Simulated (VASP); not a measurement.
CaSe: single point with PBE

Crystal: CaSe.

```xyz
2
Lattice="0.0000 3.2664 3.2664 3.2664 0.0000 3.2664 3.2664 3.2664 0.0000" Properties=species:S:1:pos:R:3 pbc="T T T"
Ca   -0.0028    0.0053    0.0025
Se    3.2674    3.2642    3.2655
```

```json
{
 "Program": "VASP 6.6.1",
 "Task": "single point",
 "Functional": "PBE",
 "Potentials or basis": "VASP PAW PBE potentials, release 64 (Ca_sv, Se)",
 "Cutoff": "400 eV",
 "k mesh": "2 × 2 × 2",
 "Occupations": "tetrahedron",
 "Spin": "no spin polarisation",
 "Dipole correction": "no",
 "Further INCAR settings": "ALGO = Normal; EDIFF = 1e-06; NBANDS = 15"
}
```

The pressure is -6.1 GPa. The largest force is 0.007 eV/Å and the band gap on the k mesh is 1.92 eV.

Forces on the atoms (eV/Å):
```
Ca  -0.003  0.006  0.003
Se   0.003 -0.006 -0.003
```

Levels at points of the mesh, in eV from the valence-band top:
```tsv
k point	band 5	band 6	band 7	band 8	band 9	band 10	band 11	band 12
(0.00, 0.00, 0.00)	-10.93	0.00	0.00	0.00	1.92	3.37	3.37	3.37
(0.50, 0.00, 0.00)	-10.62	-2.38	-0.74	-0.74	3.89	4.37	4.41	4.41
(0.00, 0.50, 0.00)	-10.62	-2.38	-0.74	-0.74	3.88	4.37	4.41	4.41
(0.00, 0.00, 0.50)	-10.62	-2.38	-0.74	-0.74	3.88	4.37	4.41	4.41
(0.50, 0.50, 0.50)	-10.62	-2.38	-0.74	-0.74	3.88	4.37	4.41	4.41
(0.50, 0.50, 0.00)	-10.63	-1.85	-0.69	-0.69	2.29	3.67	4.14	4.56
(0.00, 0.50, 0.50)	-10.63	-1.85	-0.69	-0.69	2.29	3.67	4.14	4.56
(0.50, 0.00, 0.50)	-10.63	-1.85	-0.69	-0.69	2.29	3.67	4.14	4.56
```

It took 8.7 s on 1 thread of Intel(R) Xeon(R) Platinum 8259CL CPU @ 2.50GHz (Skylake/Cascade Lake), on a shared host, peak memory 0.16 GiB.

Caveat: the k points lie up to 0.83 Å⁻¹ apart, too coarse for converged energies, forces and pressures. A k mesh can miss the band edges.
